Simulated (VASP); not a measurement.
# PbSe (Fm-3m) in VASP: further runs, part 2 of 2

VASP 6.6.1. The steps go on from the part before.

## (5) Single point, r2SCAN50

This run uses another cell than the first one, of 29.24 Å³/atom.

POSCAR reads:

```
PbSe
1.0
    0.0000000000      3.0809197960      3.0809197960
    3.0809197960      0.0000000000      3.0809197960
    3.0809197960      3.0809197960      0.0000000000
Pb Se
1 1
Direct
    0.0000000000      0.0000000000      0.0000000000
    0.5000000000      0.5000000000      0.5000000000
```

INCAR.step1 reads:

```
ALGO     = Normal         # electronic algorithm
EDIFF    = 1E-5           # SCF threshold, eV
ENCUT    = 520            # plane-wave cutoff, eV
GGA      = PE             # functional
ISIF     = 2              # what is computed and relaxed
ISMEAR   = -1             # smearing method
LASPH    = T              # aspherical terms in the spheres
LCHARG   = F              # write CHGCAR
LREAL    = F              # projectors in reciprocal space
LWAVE    = T              # write WAVECAR
NBANDS   = 17             # bands
NELM     = 80             # most SCF steps
PREC     = Accurate       # precision mode
SIGMA    = 0.05           # smearing width, eV
```

INCAR.step2 reads:

```
AEXX     = 0.5            # exact-exchange fraction
ALGO     = Normal         # electronic algorithm
EDIFF    = 1E-7           # SCF threshold, eV
ENCUT    = 520            # plane-wave cutoff, eV
ISIF     = 2              # what is computed and relaxed
ISMEAR   = -1             # smearing method
ISTART   = 1            
LASPH    = T              # aspherical terms in the spheres
LCHARG   = F              # write CHGCAR
LHFCALC  = T              # exact exchange
LMIXTAU  = T            
LREAL    = F              # projectors in reciprocal space
LWAVE    = F              # write WAVECAR
METAGGA  = R2SCAN         # meta-GGA
NBANDS   = 17             # bands
NELM     = 80             # most SCF steps
PREC     = Accurate       # precision mode
PRECFOCK = Normal       
SIGMA    = 0.05           # smearing width, eV
```

KPOINTS reads:

```
k-points
0
Gamma
  4 4 4
```

Potentials or basis: VASP PAW PBE potentials, release 64 (Pb_d, Se).

Launch:

```
$ cat potpaw_PBE.64/Pb_d/POTCAR potpaw_PBE.64/Se/POTCAR > POTCAR
$ cp INCAR.step1 INCAR
$ mpirun -np 1 vasp_std > vasp.out
$ cp INCAR.step2 INCAR
$ mpirun -np 1 vasp_std > vasp.out
```

OUTCAR:

```text
AEXX = 0.5
   EDIFF = 1E-7
   ENCUT = 520
   ISIF = 2
   ISMEAR = -1
   ISTART = 1
   LASPH = T
   LHFCALC = T
   LREAL = F
   METAGGA = R2SCAN
   NELM = 80
   PREC = Accurate
   PRECFOCK = Normal

 ion  position               nearest neighbor table
   1  0.000  0.000  0.000-   2 3.08   2 3.08   2 3.08   2 3.08   2 3.08   2 3.08
   2  0.500  0.500  0.500-   1 3.08   1 3.08   1 3.08   1 3.08   1 3.08   1 3.08

  LATTYP: Found a face centered cubic cell.
 ALAT       =     6.1618395920

  Lattice vectors:

 A1 = (   0.0000000000,   3.0809197960,   3.0809197960)
 A2 = (   3.0809197960,   0.0000000000,   3.0809197960)
 A3 = (   3.0809197960,   3.0809197960,   0.0000000000)

Analysis of symmetry for initial positions (statically):
=====================================================================
 Subroutine PRICEL returns:
 Original cell was already a primitive cell.

 Routine SETGRP: Setting up the symmetry group for a
 face centered cubic supercell.

 Subroutine GETGRP returns: Found 48 space group operations
 (whereof 48 operations were pure point group operations)
 out of a pool of 48 trial point group operations.

The static configuration has the point symmetry O_h .

Analysis of symmetry for dynamics (positions and initial velocities):
=====================================================================
 Subroutine PRICEL returns:
 Original cell was already a primitive cell.

 Routine SETGRP: Setting up the symmetry group for a
 face centered cubic supercell.

 Subroutine GETGRP returns: Found 48 space group operations
 (whereof 48 operations were pure point group operations)
 out of a pool of 48 trial point group operations.

The dynamic configuration has the point symmetry O_h .

 Subroutine INISYM returns: Found 48 space group operations
 (whereof 48 operations are pure point group operations),
 and found     1 'primitive' translations

----------------------------------------------------------------------------------------

                                     Primitive cell

  volume of cell :      58.4886

  direct lattice vectors                    reciprocal lattice vectors
     0.000000000  3.080919796  3.080919796    -0.162289197  0.162289197  0.162289197
     3.080919796  0.000000000  3.080919796     0.162289197 -0.162289197  0.162289197
     3.080919796  3.080919796  0.000000000     0.162289197  0.162289197 -0.162289197

  length of vectors
     4.357078560  4.357078560  4.357078560     0.281093135  0.281093135  0.281093135

  position of ions in fractional coordinates (direct lattice)
     0.000000000  0.000000000  0.000000000
     0.500000000  0.500000000  0.500000000

  ion indices of the primitive-cell ions
   primitive index   ion index
                 1           1
                 2           2

----------------------------------------------------------------------------------------

 KPOINTS: k-points

Automatic generation of k-mesh.
 Grid dimensions read from file:
 generate k-points for:    4    4    4

 Generating k-lattice:

  Cartesian coordinates                     Fractional coordinates (reciprocal lattice)
    -0.040572299  0.040572299  0.040572299     0.250000000  0.000000000  0.000000000
     0.040572299 -0.040572299  0.040572299     0.000000000  0.250000000  0.000000000
     0.040572299  0.040572299 -0.040572299     0.000000000  0.000000000  0.250000000

  Length of vectors
     0.070273284  0.070273284  0.070273284

  Shift w.r.t. Gamma in fractional coordinates (k-lattice)
     0.000000000  0.000000000  0.000000000

 Subroutine IBZKPT returns following result:
 ===========================================

 Found      8 irreducible k-points:

 Following reciprocal coordinates:
            Coordinates               Weight
  0.000000  0.000000  0.000000      1.000000
  0.250000  0.000000  0.000000      8.000000
  0.500000  0.000000  0.000000      4.000000
  0.250000  0.250000  0.000000      6.000000
  0.500000  0.250000  0.000000     24.000000
 -0.250000  0.250000  0.000000     12.000000
  0.500000  0.500000  0.000000      3.000000
 -0.250000  0.500000  0.250000      6.000000
   k-points           NKPTS =      8   k-points in BZ     NKDIM =     64   number of bands    NBANDS=     17
   number of dos      NEDOS =    301   number of ions     NIONS =      2
   total plane-waves  NPLWV =  32768
   dimension x,y,z NGX =    32 NGY =   32 NGZ =   32
   dimension x,y,z NGXF=    64 NGYF=   64 NGZF=   64
   ions per type =               1   1
   NGX,Y,Z   is equivalent  to a cutoff of  12.21, 12.21, 12.21 a.u.
   NGXF,Y,Z  is equivalent  to a cutoff of  24.42, 24.42, 24.42 a.u.
 SYSTEM =  unknown system
   PREC   = accura    normal or accurate (medium, high low for compatibility)
   ISTART =      1    job   : 0-new  1-cont  2-samecut
   ICHARG =      0    charge: 1-file 2-atom 10-const
   ISPIN  =      1    spin polarized calculation?
   LNONCOLLINEAR =      F non collinear calculations
   LSORBIT =      F    spin-orbit coupling
   LASPH  =      T    aspherical Exc in radial PAW
   ENCUT  =  520.0 eV  38.22 Ry    6.18 a.u.   8.10  8.10  8.10*2*pi/ulx,y,z
   NELM   =     80;   NELMIN=  2; NELMDL=  0     # of ELM steps
   EDIFF  = 0.1E-06   stopping-criterion for ELM
   LREAL  =      F    real-space projection
   EDIFFG = 0.1E-05   stopping-criterion for IOM
   NSW    =      0    number of steps for IOM
   IBRION =     -1    ionic relax: 0-MD 1-quasi-New 2-CG
   NFREE  =      0    steps in history (QN), initial steepest desc. (CG)
   ISIF   =      2    stress and relaxation
   ISYM   =      3    0-nonsym 1-usesym 2-fastsym
   POTIM  = 0.5000    time-step for ionic-motion
   TEBEG  =    0.0;   TEEND  =   0.0 temperature during run
   PSTRESS=    0.0 pullay stress
   NELECT =      20.0000    total number of electrons
   NUPDOWN=      -1.0000    fix difference up-down
   EMIN   =  10.00;   EMAX   =-10.00  energy-range for DOS
   EFERMI =   0.00;   METHOD = LEGACY
   ISMEAR =    -1;   SIGMA  =   0.05  broadening in eV -4-tet -1-fermi 0-gaus
   EFERMI_NEDOS =   21; number of points for ismear=-14 and -15
   IALGO  =     38    algorithm
   IMIX   =      1    mixing-type and parameters
     AMIX     =   0.40;   BMIX     =  1.00
     AMIX_MAG =   1.60;   BMIX_MAG =  1.00
  volume/ion in A,a.u.               =      29.24       197.35
  Fermi-wavevector in a.u.,A,eV,Ry     =   1.144795  2.163349 17.831195  1.310556
  Thomas-Fermi vector in A             =   2.281486
   LORBIT       =      0    0 simple, 1 ext, 2 COOP (PROOUT), +10 PAW based schemes
   METAGGA = R2SCAN    functional components
   LHFCALC =     T    Hartree Fock is set to
   PRECFOCK=normal    Normal, Fast or Accurate (Low or Medium for compatibility)
   ENCUT4O =  -1.0   cutoff for four orbital integrals eV
   NKREDX  =     1    reduce k-point grid by
   NKREDY  =     1    reduce k-point grid by
   NKREDZ  =     1    reduce k-point grid by
   AEXX    =    0.5000 exact exchange contribution
   HFSCREEN=    0.0000 screening length (either q_TF or 0.3 A-1)
   HFSCREENC=   0.0000 screening length for correlation (either q_TF or 0.3 A-1)
   ENCUTFOCK=  -1.0 apply spherical cutoff to Coloumb kernel
   IVDW    =     0    specifies the selected vdW correction
   LEPSILON=     F    determine dielectric tensor
   LRPA    =     F    only Hartree local field effects (RPA)
 non-spin polarized calculation
  energy-cutoff  :      520.00
  volume of cell :       58.49
 maximum number of plane-waves:      1604
  NGX = 28; NGY = 28; NGZ = 28

 number of electron      19.9999994 magnetization

 Free energy of the ion-electron system (eV)
  ---------------------------------------------------
  ext. energy  EPLUGINS =         0.00000000
  ---------------------------------------------------
  free energy    TOTEN  =       -46.28445725 eV

  energy without entropy =      -46.28445725  energy(sigma->0) =      -46.28445725

 E-fermi :   4.5899     XC(G=0):  -5.6344

 val. band max:        3.4469044266   @ k =   0.5000   0.0000   0.0000
 cond. band min:       6.1532622238   @ k =   0.5000   0.0000   0.0000
 fundamental gap:      2.7063577972
 Fermi energy:         4.5899039362

 k-point     1 :       0.0000    0.0000    0.0000
  band No.  band energies     occupation
      1     -17.2474      2.00000
      2     -17.2474      2.00000
      3     -17.2291      2.00000
      4     -17.2291      2.00000
      5     -17.2291      2.00000
      6     -13.1081      2.00000
[... 137 lines left out ...]
      4     -17.2184      2.00000
      5     -17.1889      2.00000
      6     -11.3870      2.00000
[... 9 lines left out ...]
     16      18.8313      0.00000
     17      19.7554      0.00000

------------------------ aborting loop because EDIFF is reached ----------------------------------------

  FORCE on cell =-STRESS in cart. coord.  units (eV):
  Direction    XX          YY          ZZ          XY          YZ          ZX
  --------------------------------------------------------------------------------------
  -------------------------------------------------------------------------------------
  Total       -0.3319000     -0.3319000     -0.3319000      0.0000000      0.0000000     -0.0000000
  in kB       -9.0917319     -9.0917319     -9.0917319      0.0000000      0.0000000     -0.0000000
  external PRESSURE =      -9.0917319 kB  Pullay stress =       0.0000000 kB

 VOLUME and BASIS-vectors are now :
 -----------------------------------------------------------------------------
  energy-cutoff  :      520.00
  volume of cell :       58.49
      direct lattice vectors                 reciprocal lattice vectors
     0.000000000  3.080919796  3.080919796    -0.162289197  0.162289197  0.162289197
     3.080919796  0.000000000  3.080919796     0.162289197 -0.162289197  0.162289197
     3.080919796  3.080919796  0.000000000     0.162289197  0.162289197 -0.162289197

 POSITION                                       TOTAL-FORCE (eV/Angst)
 -----------------------------------------------------------------------------------
      0.00000      0.00000      0.00000        -0.000000      0.000000      0.000000
      3.08092      3.08092      3.08092         0.000000      0.000000      0.000000
 -----------------------------------------------------------------------------------
    total drift:                                0.000000     -0.000001     -0.000000

  FREE ENERGIE OF THE ION-ELECTRON SYSTEM (eV)
  ---------------------------------------------------
  free  energy   TOTEN  =       -46.2844572465 eV

  energy  without entropy=      -46.2844572465  energy(sigma->0) =      -46.28445725
```

Run time: 32 min. Hardware: 1 thread of Intel Xeon Platinum 8375C at 2.90GHz (Ice Lake), shared host; peak memory 0.2 GiB.

Results:

- Free energy: -46.2845 eV
- Pressure: -0.9 GPa
- Band gap on the k mesh: 2.71 eV

Levels at points of the mesh, in eV from the valence-band top:
| k point | band 8 | band 9 | band 10 | band 11 | band 12 | band 13 |
| --- | --- | --- | --- | --- | --- | --- |
| (0.00, 0.00, 0.00) | -2.47 | -2.47 | -2.47 | 7.82 | 7.82 | 7.82 |
| (0.50, 0.00, 0.00) | -2.02 | -2.02 | 0.00 | 2.71 | 4.21 | 4.21 |
| (0.50, 0.50, 0.00) | -6.16 | -4.06 | -4.06 | 6.29 | 8.87 | 8.87 |

Caveat: the k points lie up to 0.44 Å⁻¹ apart; the PAW data sets were made with another functional, which shifts forces and pressure a little; spin-orbit coupling is left out, which moves the levels of the heavy elements. A k mesh can miss the band edges.

## (6) Summary

```csv
cell,gap on the mesh (eV),pressure (GPa)
"a = 4.270 Å, angles 60.0°, 2 atoms",2.44,2.7
"a = 4.299 Å, angles 60.0°, 2 atoms",2.53,1.4
"a = 4.328 Å, angles 60.0°, 2 atoms",2.62,0.1
"a = 4.357 Å, angles 60.0°, 2 atoms",2.71,-0.9
```

Alike in all rows: task single point; level r2SCAN50; potentials or basis VASP PAW PBE potentials, release 64 (Pb_d, Se); no spin polarisation; k mesh 4 × 4 × 4; cutoff (eV) 520; smearing fermi-dirac 0.05 eV.

Caveats: all runs use coarse meshes; the PAW data sets were made with another functional, which shifts forces and pressure a little; spin-orbit coupling is left out, which moves the levels of the heavy elements.

Absolute energies hang on the potentials; compare differences alone.
